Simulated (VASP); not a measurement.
A run of VASP 6.6.1 is set up as follows.

File INCAR:

```
PREC = Accurate
ENCUT = 600
EDIFF = 1E-6
ISMEAR = -1
SIGMA = 0.08
LREAL = False
LASPH = True
NELM = 100
ALGO = Normal
ISIF = 4
LWAVE = False
LCHARG = False
GGA = PE
IBRION = 2
NSW = 50
EDIFFG = -0.005
```

Contents of KPOINTS:

```
Automatic mesh
0
Gamma
  4 4 6
```

POSCAR

```
Cs
1.0
    6.5075906402      0.0000000000      0.0000000000
   -3.2537953201      5.6357388118      0.0000000000
    0.0000000000      0.0000000000      3.8703410896
Cs
3
Direct
    0.0000000000      0.0000000000      0.0000000000
    0.3333333333      0.6666666667      0.5000000000
    0.6666666667      0.3333333333      0.5000000000
```

Potentials or basis: VASP PAW PBE potentials, release 64 (Cs_sv).

Command:

```sh
$ cat potpaw_PBE.64/Cs_sv/POTCAR > POTCAR
$ mpirun -np 1 vasp_std > vasp.out
```

Q: What does it give for the band gap on the k mesh?

A: Zero (an odd number of electrons rules out a gap without spin polarisation).

Final structure:
```cif
data_structure
_symmetry_space_group_name_H-M 'P 1'
_symmetry_Int_Tables_number 1
_cell_length_a 6.4972
_cell_length_b 6.4972
_cell_length_c 3.8827
_cell_angle_alpha 90.000
_cell_angle_beta 90.000
_cell_angle_gamma 120.000
_cell_volume 141.95
loop_
_atom_site_label
_atom_site_type_symbol
_atom_site_fract_x
_atom_site_fract_y
_atom_site_fract_z
_atom_site_occupancy
Cs1 Cs 0.00000 0.00000 0.00000 1
Cs2 Cs 0.33333 0.66667 0.50000 1
Cs3 Cs 0.66667 0.33333 0.50000 1
```

Caveat: spin-orbit coupling is left out, which moves the levels of the heavy elements.
